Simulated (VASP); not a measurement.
A run of VASP 6.6.1:

The input INCAR:

```
SYSTEM = Sn2Te3Pt
  PREC = Accurate
  ENCUT = 520
  EDIFF = 1E-6
  ISMEAR = 0
  SIGMA = 0.1
  LREAL = .False.
  LASPH = .True.
  NELM = 100
  ALGO = Normal
  ISIF = 2
  LWAVE = .False.
  LCHARG = .False.
  GGA = PE
  NBANDS = 37
```

Contents of KPOINTS:

```
Automatic mesh
0
Gamma
  3 3 4
  0 0 0
```

Contents of POSCAR:

```
Sn2Te3Pt
1.0
    6.5366835200      0.0000000000      0.0000000000
   -3.2683417600      5.6609339800      0.0000000000
    0.0000000000      0.0000000000      4.8002584100
Sn Te Pt
2 3 1
Direct
    0.6666666700      0.3333333300      0.0000000000
    0.3333333300      0.6666666700      0.0000000000
    0.0000000000      0.5000000000      0.5000000000
    0.5000000000      0.0000000000      0.5000000000
    0.5000000000      0.5000000000      0.5000000000
    0.0000000000      0.0000000000      0.0000000000
```

Potentials or basis: VASP PAW PBE potentials, release 64 (Sn_d, Te, Pt).

Run with:

```bash
$ cat potpaw_PBE.64/Sn_d/POTCAR potpaw_PBE.64/Te/POTCAR potpaw_PBE.64/Pt/POTCAR > POTCAR
$ mpirun -np 1 vasp_std > vasp.out
```

Hardware: 1 thread of AMD EPYC 9R14 (Zen 4), with other jobs on the host.

Q: How long does it take, and how much memory?

A: Run time: 43 s on 1 thread of AMD EPYC 9R14 (Zen 4), with other jobs on the host, peak memory 0.28 GiB. Counts: scf iterations 14, k points 9.
